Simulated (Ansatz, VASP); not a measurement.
# Two plane-wave programs on RbBr

```
Rb Br
1.0
     0.00000    3.46083    3.46083
     3.26217    0.00000    3.46083
     3.26217    3.46083    0.00000
Rb Br
1 1
Cartesian
  0.0000 0.0000 0.0000
  3.2622 3.4608 3.4608
```

Change from the starting cell: uniaxial_x strain -5.7%.

Alike in both runs: task single point; functional HSE06; k mesh 4 × 4 × 4; no spin polarisation.

|  | VASP | Ansatz |
| --- | --- | --- |
| version | VASP 6.6.1 | Ansatz 0.2.0 |
| potentials or method | VASP PAW PBE potentials, release 64 (Rb_sv, Br) | plane waves, PAW |
| plane-wave cutoff (eV) | 520 | 420 |
| occupations | gaussian, width 0.01 eV | fixed |
| valence electrons in the cell | 16 | 16 |

VASP gave:

| Property | Result |
| --- | --- |
| gap on the k mesh at the Fermi level (eV) | 5.53 |
| pressure (GPa) | 1.5 |
| traceless stress, the component that is largest in VASP (GPa) | 1.73 |

Which values does Ansatz return?

gap on the k mesh at the Fermi level (eV): 5.53; pressure (GPa): 1.5; traceless stress, the component that is largest in VASP (GPa): 1.71.

Ansatz's warnings: stress exchange threshold loose, stress scf threshold loose.
